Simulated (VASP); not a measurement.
# GaP (F-43m) in VASP: notebook, part 3 of 3

VASP 6.6.1. Earlier steps stand in the parts before.

## Step 6: Single point, r2SCAN+D3(BJ) (volume scaled by 0.98)

Contents of POSCAR:

```
GaP
1.0
    0.0000000000      2.6980148253      2.6980148253
    2.6980148253      0.0000000000      2.6980148253
    2.6980148253      2.6980148253      0.0000000000
Ga P
1 1
Direct
    0.0000000000      0.0000000000      0.0000000000
    0.7500000000      0.7500000000      0.7500000000
```

Contents of INCAR.step1:

```
  PREC = Accurate
  ENCUT = 520
  ISMEAR = 0
  SIGMA = 0.05
  LREAL = F
  LASPH = T
  NELM = 100
  NBANDS = 16
  GGA = PE
  ALGO = Normal
  EDIFF = 1E-4
  LWAVE = T
  LCHARG = F
```

Contents of INCAR.step2:

```
  PREC = Accurate
  ENCUT = 520
  EDIFF = 1E-6
  ISMEAR = 0
  SIGMA = 0.05
  LREAL = F
  LASPH = T
  NELM = 100
  ALGO = Normal
  ISIF = 2
  LWAVE = F
  LCHARG = F
  METAGGA = R2SCAN
  LMIXTAU = T
  IVDW = 12
  VDW_S6 = 1.0
  VDW_S8 = 0.78981345
  VDW_A1 = 0.49484001
  VDW_A2 = 5.73083694
  NBANDS = 16
  ISTART = 1
```

Contents of KPOINTS:

```
regular mesh
0
Gamma
  8 8 8
```

Potentials or basis: VASP PAW PBE potentials, release 64 (Ga_d, P).

Command:

```console
$ cat potpaw_PBE.64/Ga_d/POTCAR potpaw_PBE.64/P/POTCAR > POTCAR
$ cp INCAR.step1 INCAR
$ mpirun -np 1 vasp_std > vasp.out
$ cp INCAR.step2 INCAR
$ mpirun -np 1 vasp_std > vasp.out
```

OUTCAR:

```text
PREC = Accurate
   ENCUT = 520
   EDIFF = 1E-6
   ISMEAR = 0
   LREAL = F
   LASPH = T
   NELM = 100
   ISIF = 2
   METAGGA = R2SCAN
   IVDW = 12
   ISTART = 1
 IVDW          = 12

 ion  position               nearest neighbor table
   1  0.000  0.000  0.000-   2 2.34   2 2.34   2 2.34   2 2.34
   2  0.750  0.750  0.750-   1 2.34   1 2.34   1 2.34   1 2.34

  LATTYP: Found a face centered cubic cell.
 ALAT       =     5.3960296506

  Lattice vectors:

 A1 = (   0.0000000000,   2.6980148253,   2.6980148253)
 A2 = (   2.6980148253,   0.0000000000,   2.6980148253)
 A3 = (   2.6980148253,   2.6980148253,   0.0000000000)

Analysis of symmetry for initial positions (statically):
=====================================================================
 Subroutine PRICEL returns:
 Original cell was already a primitive cell.

 Routine SETGRP: Setting up the symmetry group for a
 face centered cubic supercell.

 Subroutine GETGRP returns: Found 24 space group operations
 (whereof 24 operations were pure point group operations)
[... 161 lines left out ...]

  energy without entropy =      -21.45256307  energy(sigma->0) =      -21.45256307

 E-fermi :   5.0470     XC(G=0): -10.6970

 val. band max:        4.7773902642   @ k =   0.0000   0.0000   0.0000
 cond. band min:       6.6267481432   @ k =   0.5000   0.5000   0.0000
 fundamental gap:      1.8493578790
 Fermi energy:         5.0469636776

 k-point     1 :       0.0000    0.0000    0.0000
  band No.  band energies     occupation
      1     -10.2658      2.00000
      2     -10.2658      2.00000
      3     -10.2658      2.00000
      4     -10.1415      2.00000
      5     -10.1415      2.00000
      6      -8.4831      2.00000
[... 433 lines left out ...]
      3     -10.2145      2.00000
      4     -10.1479      2.00000
      5     -10.1330      2.00000
      6      -5.7752      2.00000
[... 8 lines left out ...]
     15      17.5578      0.00000
     16      18.2177      0.00000

 [... further k-points ...]

------------------------ aborting loop because EDIFF is reached ----------------------------------------

 Edisp (eV)   -0.30760

 E8    (eV) :    -0.1009

  FORCE on cell =-STRESS in cart. coord.  units (eV):
  Direction    XX          YY          ZZ          XY          YZ          ZX
  --------------------------------------------------------------------------------------
  -------------------------------------------------------------------------------------
  Total       0.38807     0.38807     0.38807     0.00000    -0.00000    -0.00000
  in kB      15.82923    15.82923    15.82923     0.00000    -0.00000    -0.00000
  external pressure =       15.83 kB  Pullay stress =        0.00 kB

 VOLUME and BASIS-vectors are now :
 -----------------------------------------------------------------------------
  energy-cutoff  :      520.00
  volume of cell :       39.28
      direct lattice vectors                 reciprocal lattice vectors
     0.000000000  2.698014825  2.698014825    -0.185321443  0.185321443  0.185321443
     2.698014825  0.000000000  2.698014825     0.185321443 -0.185321443  0.185321443
     2.698014825  2.698014825  0.000000000     0.185321443  0.185321443 -0.185321443

 POSITION                                       TOTAL-FORCE (eV/Angst)
 -----------------------------------------------------------------------------------
      0.00000      0.00000      0.00000        -0.000000      0.000000     -0.000000
      4.04702      4.04702      4.04702         0.000000     -0.000000      0.000000
 -----------------------------------------------------------------------------------
    total drift:                               -0.000002     -0.000002     -0.000002

  FREE ENERGIE OF THE ION-ELECTRON SYSTEM (eV)
  ---------------------------------------------------
  free  energy   TOTEN  =       -21.7601654672 eV

  energy  without entropy=      -21.7601654672  energy(sigma->0) =      -21.76016547
```

OUTCAR.step1:

```text
PREC = Accurate
   ENCUT = 520
   ISMEAR = 0
   LREAL = F
   LASPH = T
[... 676 lines left out ...]
 -----------------------------------------------------------------------------------
      0.00000      0.00000      0.00000        -0.000000     -0.000000      0.000000
      4.04702      4.04702      4.04702         0.000000      0.000000     -0.000000
 -----------------------------------------------------------------------------------
    total drift:                               -0.000002     -0.000002     -0.000002

  FREE ENERGIE OF THE ION-ELECTRON SYSTEM (eV)
  ---------------------------------------------------
  free  energy   TOTEN  =        -9.0871395890 eV

  energy  without entropy=       -9.0871395890  energy(sigma->0) =       -9.08713959
```

OSZICAR.step1:

```text
N       E                     dE             d eps       ncg     rms          rms(c)
DAV:   1     0.823951578747E+02    0.82395E+02   -0.90408E+03   960   0.162E+03
DAV:   2    -0.295563417757E+01   -0.85351E+02   -0.81205E+02  1080   0.326E+02
DAV:   3    -0.925808664343E+01   -0.63025E+01   -0.62830E+01  1152   0.659E+01
DAV:   4    -0.936372283026E+01   -0.10564E+00   -0.10562E+00  1184   0.920E+00
DAV:   5    -0.936576153020E+01   -0.20387E-02   -0.20386E-02  1136   0.113E+00    0.440E+00
DAV:   6    -0.911612522966E+01    0.24964E+00   -0.37911E-01  1448   0.109E+01    0.293E+00
DAV:   7    -0.908642709211E+01    0.29698E-01   -0.10156E-01  1200   0.219E+00    0.114E+00
DAV:   8    -0.908668274905E+01   -0.25566E-03   -0.13734E-02  1112   0.143E+00    0.224E-01
DAV:   9    -0.908707642701E+01   -0.39368E-03   -0.13219E-03  1160   0.488E-01    0.759E-02
DAV:  10    -0.908713958905E+01   -0.63162E-04   -0.87658E-05   992   0.126E-01
   1 F= -.90871396E+01 E0= -.90871396E+01  d E =-.113078E-18
```

Run time: 86 s. Hardware: 1 thread of AMD EPYC 9R45 (Zen 5), shared host; peak memory 0.15 GiB.

What came out:

```yaml
Free_energy: -21.7602 eV
Pressure: 1.6 GPa
Band_gap_on_the_k_mesh: 1.85 eV, indirect (least direct gap 2.61 eV)
Dispersion_energy_per_atom: -0.154 eV
```

Caveat: three body term missing; the PAW data sets were made with another functional, which shifts forces and pressure a little. A k mesh can miss the band edges.

## Step 7: Overview

```csv
level,cell,gap on the mesh (eV),pressure (GPa)
PBE+D3(BJ),"a = 3.874 Å, angles 60.0°, 2 atoms",1.62,-1.5
PBE+D3(BJ),"a = 3.900 Å, angles 60.0°, 2 atoms",1.54,-3.0
r2SCAN+D3(BJ),"a = 3.789 Å, angles 60.0°, 2 atoms",1.80,3.7
r2SCAN+D4,"a = 3.788 Å, angles 60.0°, 2 atoms",1.80,4.0
r2SCAN+D3(BJ),"a = 3.816 Å, angles 60.0°, 2 atoms",1.85,1.6
```

Alike in all rows: task single point; potentials or basis VASP PAW PBE potentials, release 64 (Ga_d, P); no spin polarisation; k mesh 8 × 8 × 8; cutoff (eV) 520; smearing gaussian 0.05 eV.

Caveats: the PAW data sets were made with another functional, which shifts forces and pressure a little (some runs); three body term missing (some runs).

Total energies depend on the potentials used, so only differences within one code and one set of settings carry meaning.
